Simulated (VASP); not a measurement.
**KCl (Sylvite): single point with PBE0**

Crystal: KCl (Sylvite).

```
K Cl
1.0
     0.00000    3.18788    3.18788
     3.18788    0.00000    3.18788
     3.18788    3.18788    0.00000
K Cl
1 1
Cartesian
  0.0000 0.0000 0.0000
  3.1879 3.1879 3.1879
```

```json
{"Program": "VASP 6.6.1", "Task": "single point", "Functional": "PBE0", "Potentials or basis": "VASP PAW PBE potentials, release 64 (K_sv, Cl)", "Cutoff": "520 eV", "k mesh": "4 × 4 × 4", "Occupations": "fermi-dirac, width 0.05 eV", "Spin": "no spin polarisation", "Dipole correction": "no", "Grid for exact exchange (PRECFOCK)": "Normal", "Further INCAR settings": "ALGO = Normal; EDIFF = 1e-06; NBANDS = 15"}
```

```
Pressure               : -0.3 GPa
Band gap on the k mesh : 7.11 eV, direct
```

Levels at points of the mesh, in eV from the valence-band top:
| k point | band 5 | band 6 | band 7 | band 8 | band 9 | band 10 | band 11 | band 12 |
| --- | --- | --- | --- | --- | --- | --- | --- | --- |
| (0.00, 0.00, 0.00) | -11.48 | 0.00 | 0.00 | 0.00 | 7.11 | 10.67 | 10.67 | 10.67 |
| (0.50, 0.00, 0.00) | -11.28 | -1.04 | -0.31 | -0.31 | 9.53 | 10.70 | 12.96 | 12.96 |
| (0.50, 0.50, 0.00) | -11.53 | -0.68 | -0.24 | -0.24 | 8.68 | 10.41 | 12.01 | 12.73 |

It took 6.4 min on 1 thread of AMD EPYC 7R13 Processor (Zen 3), on a shared host, peak memory 0.18 GiB.

Caveat: the k points lie up to 0.43 Å⁻¹ apart; the PAW data sets were made with another functional, which shifts forces and pressure a little.
